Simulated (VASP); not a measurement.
# KMgF3 (Pm-3m) in VASP: settings compared, part 2 of 2

VASP 6.6.1. Earlier steps stand in the parts before.

### Step 3. Relaxation of cell and atoms, r2SCAN, target pressure 20 GPa, at which the enthalpy is minimised

POSCAR reads:

```
KMgF3
1.0
    3.9859000000      0.0000000000      0.0000000000
    0.0000000000      3.9859000000      0.0000000000
    0.0000000000      0.0000000000      3.9859000000
K Mg F
1 1 3
Direct
    0.5000000000      0.5000000000      0.5000000000
    0.0000000000      0.0000000000      0.0000000000
    0.0000000000      0.0000000000      0.5000000000
    0.0000000000      0.5000000000      0.0000000000
    0.5000000000      0.0000000000      0.0000000000
```

INCAR.step1 reads:

```
SYSTEM = KMgF3
  PREC = Accurate
  ENCUT = 600
  ISMEAR = -1
  SIGMA = 0.05
  LREAL = .FALSE.
  LASPH = .TRUE.
  NELM = 100
  GGA = PE
  ALGO = Normal
  EDIFF = 1E-4
  LWAVE = .TRUE.
  LCHARG = .FALSE.
```

INCAR.step2 reads:

```
SYSTEM = KMgF3
  PREC = Accurate
  ENCUT = 600
  EDIFF = 1E-7
  ISMEAR = -1
  SIGMA = 0.05
  LREAL = .FALSE.
  LASPH = .TRUE.
  NELM = 100
  ALGO = Normal
  ISIF = 3
  LWAVE = .FALSE.
  LCHARG = .FALSE.
  METAGGA = R2SCAN
  LMIXTAU = .TRUE.
  IBRION = 2
  NSW = 60
  EDIFFG = -0.01
  PSTRESS = 200.0
  ISTART = 1
```

KPOINTS reads:

```
regular mesh
0
G
  7 7 7
  0 0 0
```

Potentials or basis: VASP PAW PBE potentials, release 64 (K_sv, Mg, F).

Started as:

```sh
$ cat potpaw_PBE.64/K_sv/POTCAR potpaw_PBE.64/Mg/POTCAR potpaw_PBE.64/F/POTCAR > POTCAR
$ cp INCAR.step1 INCAR
$ mpirun -np 1 vasp_std > vasp.out
$ cp INCAR.step2 INCAR
$ mpirun -np 1 vasp_std > vasp.out
```

OUTCAR:

```text
SYSTEM = KMgF3
   PREC = Accurate
   ENCUT = 600
   EDIFF = 1E-7
   ISMEAR = -1
   LREAL = .FALSE.
   LASPH = .TRUE.
   NELM = 100
   ISIF = 3
   METAGGA = R2SCAN
   IBRION = 2
   NSW = 60
   EDIFFG = -0.01
   PSTRESS = 200.0
   ISTART = 1

 ion  position               nearest neighbor table
   1  0.500  0.500  0.500-   3 2.82   4 2.82   5 2.82   4 2.82   5 2.82   3 2.82   5 2.82   5 2.82
                             3 2.82   4 2.82   4 2.82   3 2.82   2 3.45   2 3.45   2 3.45   2 3.45
   2  0.000  0.000  0.000-   3 1.99   4 1.99   5 1.99   3 1.99   4 1.99   5 1.99   1 3.45   1 3.45
                             1 3.45   1 3.45   1 3.45   1 3.45   1 3.45   1 3.45
   3  0.000  0.000  0.500-   2 1.99   2 1.99   1 2.82   1 2.82   1 2.82   1 2.82
   4  0.000  0.500  0.000-   2 1.99   2 1.99   1 2.82   1 2.82   1 2.82   1 2.82
   5  0.500  0.000  0.000-   2 1.99   2 1.99   1 2.82   1 2.82   1 2.82   1 2.82

  LATTYP: Found a simple cubic cell.
 ALAT       =     3.9859000000

  Lattice vectors:

 A1 = (   3.9859000000,   0.0000000000,   0.0000000000)
 A2 = (   0.0000000000,   3.9859000000,   0.0000000000)
 A3 = (   0.0000000000,   0.0000000000,   3.9859000000)

Analysis of symmetry for initial positions (statically):
=====================================================================
 Subroutine PRICEL returns:
 Original cell was already a primitive cell.

[... 140 lines left out ...]
   IMIX   =      4    mixing-type and parameters
     AMIX     =   0.40;   BMIX     =  1.00
     AMIX_MAG =   1.60;   BMIX_MAG =  1.00
  volume/ion in A,a.u.               =      12.67        85.47
  Fermi-wavevector in a.u.,A,eV,Ry     =   1.303962  2.464132 23.134232  1.700318
  Thomas-Fermi vector in A             =   2.434930
   LORBIT       =      0    0 simple, 1 ext, 2 COOP (PROOUT), +10 PAW based schemes
   METAGGA = R2SCAN    functional components
   LHFCALC =     F    Hartree Fock is set to
   AEXX    =    0.0000 exact exchange contribution
   IVDW    =     0    specifies the selected vdW correction
   LEPSILON=     F    determine dielectric tensor
   LRPA    =     F    only Hartree local field effects (RPA)
 conjugate gradient relaxation of ions
 non-spin polarized calculation
  energy-cutoff  :      600.00
  volume of cell :       63.33
 maximum number of plane-waves:      2128
 NGX is ok and might be reduce to    32
   NGX = 15   NGY = 15   NGZ = 15

--------------------------------------- Ionic step        1  -------------------------------------------

 number of electron      32.0000010 magnetization

 Free energy of the ion-electron system (eV)
  ---------------------------------------------------
  ext. energy  EPLUGINS =         0.00000000
  ---------------------------------------------------
  free energy    TOTEN  =       -37.42618715 eV

  energy without entropy =      -37.42618715  energy(sigma->0) =      -37.42618715

 E-fermi :  -1.0389     XC(G=0): -10.2035

 val. band max:       -2.2540988003   @ k =   0.4286   0.4286   0.4286
 cond. band min:       6.0303869801   @ k =   0.0000   0.0000   0.0000
 fundamental gap:      8.2844857804
 Fermi energy:        -1.0389387918
[... 1006 lines left out ...]
--------------------------------------- Ionic step        3  -------------------------------------------

 number of electron      32.0000048 magnetization

 Free energy of the ion-electron system (eV)
  ---------------------------------------------------
  ext. energy  EPLUGINS =         0.00000000
  ---------------------------------------------------
  free energy    TOTEN  =       -36.91610237 eV

  energy without entropy =      -36.91610237  energy(sigma->0) =      -36.91610237

 E-fermi :  -0.1564     XC(G=0): -11.2085

 val. band max:       -1.2481719572   @ k =   0.4286   0.4286   0.4286
 cond. band min:       8.6543010604   @ k =   0.0000   0.0000   0.0000
 fundamental gap:      9.9024730177
 Fermi energy:        -0.1563963539
[... 494 lines left out ...]
  energy  without entropy=      -36.9161023744  energy(sigma->0) =      -36.91610237

  enthalpy is  TOTEN    =       -30.3193836150 eV   P V=        6.5967187595

 reached required accuracy - stopping structural energy minimisation
```

OUTCAR.step1:

```text
SYSTEM = KMgF3
   PREC = Accurate
   ENCUT = 600
   ISMEAR = -1
   LREAL = .FALSE.
   LASPH = .TRUE.
[... 687 lines left out ...]
      0.00000      0.00000      1.99295         0.000000      0.000000      0.000000
      0.00000      1.99295      0.00000         0.000000      0.000000      0.000000
      1.99295      0.00000      0.00000         0.000000      0.000000      0.000000
 -----------------------------------------------------------------------------------
    total drift:                                0.000000      0.000000     -0.000000

  FREE ENERGIE OF THE ION-ELECTRON SYSTEM (eV)
  ---------------------------------------------------
  free  energy   TOTEN  =       -24.4222609263 eV

  energy  without entropy=      -24.4222609262  energy(sigma->0) =      -24.42226093
```

It took 2.8 min on 1 thread of Intel Xeon Platinum 8488C (Sapphire Rapids), shared host; peak memory 0.21 GiB.

What came out:

| Quantity | Value |
| --- | --- |
| Free energy | -36.9161 eV |
| Relaxed volume | 10.57 Å³/atom |
| Relaxed cell | a = 3.753 Å, b = 3.753 Å, c = 3.753 Å, α = 90.00°, β = 90.00°, γ = 90.00° |
| Space group after relaxing (to 0.1 Å) | Pm-3m (No. 221) |
| Energy change on relaxing (the run minimises the enthalpy) | +102.0 meV/atom |
| Ionic steps | 3 |
| Pressure after relaxing | 20.0 GPa |
| Band gap on the k mesh | 9.90 eV (least direct gap 10.16 eV) |

Step by step:
| step | energy change (eV) | largest force (eV/Å) | pressure (GPa) | volume (Å³) |
| --- | --- | --- | --- | --- |
| 1 | 0.0000 | 0.0000 | -1.03 | 63.33 |
| 2 | 1.0947 | 0.0000 | 33.35 | 49.28 |
| 3 | 0.5101 | 0.0000 | 19.98 | 52.85 |

Final structure:
```yaml
crystal:
  lattice:
    - [3.75263, 0.00000, 0.00000]
    - [0.00000, 3.75263, 0.00000]
    - [0.00000, 0.00000, 3.75263]
  atoms:
    - { symbol: K, position: [0.50000, 0.50000, 0.50000] }
    - { symbol: Mg, position: [0.00000, 0.00000, 0.00000] }
    - { symbol: F, position: [0.00000, 0.00000, 0.50000] }
    - { symbol: F, position: [0.00000, 0.50000, 0.00000] }
    - { symbol: F, position: [0.50000, 0.00000, 0.00000] }
```

Levels at points of the mesh, in eV from the valence-band top:
```tsv
k point	band 12	band 13	band 14	band 15	band 16	band 17	band 18	band 19	band 20
(0.00, 0.00, 0.00)	-0.80	-0.80	-0.26	-0.26	-0.26	9.90	11.11	11.11	13.66
```

Caveat: the cell is relaxed towards a set pressure, so the run minimises the enthalpy, not the energy; the volume moved by over 15 % at a fixed basis, so the end points are rough; the PAW data sets were made with another functional, which shifts forces and pressure a little; an odd mesh through Γ misses points on the zone boundary, where band edges can lie. r2SCAN opens gaps a little over a GGA but as a rule still falls short of measured ones.

### Step 4. Relaxation of cell and atoms, LDA

INCAR reads:

```
SYSTEM = KMgF3
PREC = Accurate
ENCUT = 840
EDIFF = 1E-7
ISMEAR = -1
SIGMA = 0.05
LREAL = .FALSE.
LASPH = .TRUE.
NELM = 120
ALGO = Normal
ISIF = 3
LWAVE = .FALSE.
LCHARG = .FALSE.
GGA = CA
IBRION = 2
NSW = 60
EDIFFG = -0.01
GGA_COMPAT = .FALSE.
NELMIN = 4
```

KPOINTS reads:

```
Automatic mesh
0
G
  7 7 7
  0 0 0
```

POSCAR is that of step 3.

Potentials or basis: VASP PAW LDA potentials, release 64 (K_sv, Mg_sv, F).

Started as:

```sh
$ cat potpaw_LDA.64/K_sv/POTCAR potpaw_LDA.64/Mg_sv/POTCAR potpaw_LDA.64/F/POTCAR > POTCAR
$ mpirun -np 1 vasp_std > vasp.out
```

It took 1.7 min on 1 thread of Intel Xeon Platinum 8259CL at 2.50GHz (Skylake/Cascade Lake), shared host; peak memory 0.24 GiB.

Results (log left out):

```
Free energy                           : -26.8867 eV
Relaxed volume                        : 12.00 Å³/atom
Relaxed cell                          : a = 3.915 Å, b = 3.915 Å, c = 3.915 Å, α = 90.00°, β = 90.00°, γ = 90.00°
Space group after relaxing (to 0.1 Å) : Pm-3m (No. 221)
Energy gained by relaxing             : 9.0 meV/atom
Ionic steps                           : 3
Pressure after relaxing               : 0.0 GPa
Band gap on the k mesh                : 7.42 eV (least direct gap 7.71 eV)
```

The path:
| step | energy change (eV) | largest force (eV/Å) | pressure (GPa) | volume (Å³) |
| --- | --- | --- | --- | --- |
| 1 | 0.0000 | 0.0000 | -4.17 | 63.33 |
| 2 | -0.0444 | 0.0000 | -0.48 | 60.35 |
| 3 | -0.0449 | 0.0000 | 0.03 | 60.01 |

Final structure:
```xyz
5
Lattice="3.9151 0.0000 0.0000 0.0000 3.9151 0.0000 0.0000 0.0000 3.9151" Properties=species:S:1:pos:R:3 pbc="T T T"
K     1.9575    1.9575    1.9575
Mg    0.0000    0.0000    0.0000
F     0.0000    0.0000    1.9575
F     0.0000    1.9575    0.0000
F     1.9575    0.0000    0.0000
```

Levels at points of the mesh, in eV from the valence-band top:
```
           k point  band 18  band 19  band 20  band 21  band 22  band 23
(0.00, 0.00, 0.00)    -0.29    -0.29    -0.29     7.42     9.89     9.89
```

Caveat: an odd mesh through Γ misses points on the zone boundary, where band edges can lie.

### Step 5. Overview

| level | potentials or basis | cell | cutoff (eV) | gap on the mesh (eV) | pressure (GPa) |
| --- | --- | --- | --- | --- | --- |
| r2SCAN | VASP PAW PBE potentials, release 64 (K_sv, Mg, F) | relaxed to 10 GPa | 600 | 9.25 | 10.0 |
| r2SCAN | VASP PAW PBE potentials, release 64 (K_sv, Mg, F) | relaxed to 20 GPa | 600 | 9.90 | 20.0 |
| LDA | VASP PAW LDA potentials, release 64 (K_sv, Mg_sv, F) | relaxed | 840 | 7.42 | 0.0 |

Alike in all rows: task relaxation of cell and atoms; no spin polarisation; k mesh 7 × 7 × 7; smearing fermi-dirac 0.05 eV.

Caveats: an odd mesh through Γ misses points on the zone boundary, where band edges can lie; the cell is relaxed towards a set pressure, so the run minimises the enthalpy, not the energy (at least some runs); the PAW data sets were made with another functional, which shifts forces and pressure a little (at least some runs); the volume moved by over 15 % at a fixed basis, so the end points are rough (at least some runs).

Total energies depend on the potentials used, so only differences within one code and one set of settings carry meaning.
